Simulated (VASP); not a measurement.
## Zn2S3: single point with PBE

Zn2S3:

```
CELL_PARAMETERS angstrom
1.79311 1.03525 8.31198
-1.79311 1.03525 8.31198
0.00000 -2.07051 8.31198
ATOMIC_POSITIONS crystal
Zn 0.40000 0.40000 0.40000
Zn 0.60000 0.60000 0.60000
S 0.00000 0.00000 0.00000
S 0.20950 0.20950 0.20950
S 0.79050 0.79050 0.79050
```

```
Program                : VASP 6.6.1
Task                   : single point
Functional             : PBE
Potentials or basis    : VASP PAW PBE potentials, release 64 (Zn, S)
Cutoff                 : 520 eV
k mesh                 : 6 × 6 × 6
Occupations            : gaussian, width 0.1 eV
Spin                   : no spin polarisation
Dipole correction      : no
Further INCAR settings : ALGO = Normal; EDIFF = 1e-06; NBANDS = 29
```

- Pressure: -5.5 GPa
- Largest force: 0.531 eV/Å
- Band gap on the k mesh: zero (bands 21 and 22 overlap by 0.78 eV)

Forces on the atoms (eV/Å):
```
Zn   0.000  0.000  0.201
Zn   0.000  0.000 -0.201
S    0.000  0.000  0.000
S    0.000  0.000  0.531
S    0.000  0.000 -0.531
```

Stress tensor (GPa, compression positive):
```
-3.28  0.00  0.00
 0.00 -3.28  0.00
 0.00  0.00 -9.91
```

Levels at points of the mesh, in eV from the Fermi level:
```
           k point  band 18  band 19  band 20  band 21  band 22  band 23  band 24  band 25
(0.00, 0.00, 0.00)    -0.18    -0.18     0.35     0.41     0.41     2.86     5.21     5.70
(0.50, 0.00, 0.00)    -1.70    -1.61    -1.53    -0.57     0.32     1.52     4.86     5.27
(0.50, 0.50, 0.00)    -2.03    -1.81    -0.56    -0.32    -0.16     2.17     4.57     4.96
(0.50, 0.50, 0.50)    -0.47    -0.06    -0.06     0.33     0.33     3.86     4.94     5.39
```

It took 11 min on 1 thread of Intel Xeon 8259CL (shared host), peak memory 0.59 GiB.

Caveat: the stress differs along the axes, from -10 to -3 GPa; semilocal functionals underestimate gaps, and a narrow one can read as zero.
